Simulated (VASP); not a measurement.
Set up this calculation in VASP 6.6.1, as the native input.

| Item | Value |
| --- | --- |
| Task | single point |
| Functional | r2SCAN |
| Potentials or basis | VASP PAW PBE potentials, release 64 (Sr_sv, O) |
| Cutoff | 520 eV |
| k mesh | 6 × 6 × 4 |
| Occupations | gaussian, width 0.01 eV |
| Spin | no spin polarisation |
| Dipole correction | no |
| Further INCAR settings | ALGO = Normal; EDIFF = 1e-07; NBANDS = 24 |

The system is SrO.

```
CELL_PARAMETERS angstrom
4.27003 0.00000 0.00000
-2.13502 3.69796 0.00000
0.00000 0.00000 5.14445
ATOMIC_POSITIONS crystal
Sr 0.33333 0.66667 0.93750
Sr 0.66667 0.33333 0.43750
O 0.33333 0.66667 0.43750
O 0.66667 0.33333 0.93750
```

The input as run:

POSCAR

```
SrO
1.0
    4.2700309529      0.0000000000      0.0000000000
   -2.1350154765      3.6979552802      0.0000000000
    0.0000000000      0.0000000000      5.1444468270
Sr O
2 2
Direct
    0.3333333333      0.6666666667     -0.0625000000
    0.6666666667      0.3333333333      0.4375000000
    0.3333333333      0.6666666667      0.4375000000
    0.6666666667      0.3333333333      0.9375000000
```

INCAR.step1

```
ALGO = Normal
EDIFF = 1E-4
ENCUT = 520
GGA = PE
ISMEAR = 0
LASPH = True
LCHARG = False
LREAL = False
LWAVE = True
NBANDS = 24
NELM = 80
PREC = Accurate
SIGMA = 0.01
```

INCAR.step2

```
ALGO = Normal
EDIFF = 1E-7
ENCUT = 520
ISIF = 2
ISMEAR = 0
ISTART = 1
LASPH = True
LCHARG = False
LMIXTAU = True
LREAL = False
LWAVE = False
METAGGA = R2SCAN
NBANDS = 24
NELM = 80
PREC = Accurate
SIGMA = 0.01
```

KPOINTS

```
k-points
0
Gamma
  6 6 4
```

Potentials or basis: VASP PAW PBE potentials, release 64 (Sr_sv, O).

Run with:

```sh
$ cat potpaw_PBE.64/Sr_sv/POTCAR potpaw_PBE.64/O/POTCAR > POTCAR
$ cp INCAR.step1 INCAR
$ mpirun -np 1 vasp_std > vasp.out
$ cp INCAR.step2 INCAR
$ mpirun -np 1 vasp_std > vasp.out
```

Results of the run:

| Property | Result |
| --- | --- |
| Pressure | 0.5 GPa |
| Band gap on the k mesh | 3.02 eV |

Caveat: the PAW data sets were made with another functional, which shifts forces and pressure a little.

It took 4.3 min on 1 thread of Intel Xeon 8259CL, with other jobs on the host, peak memory 0.22 GiB.
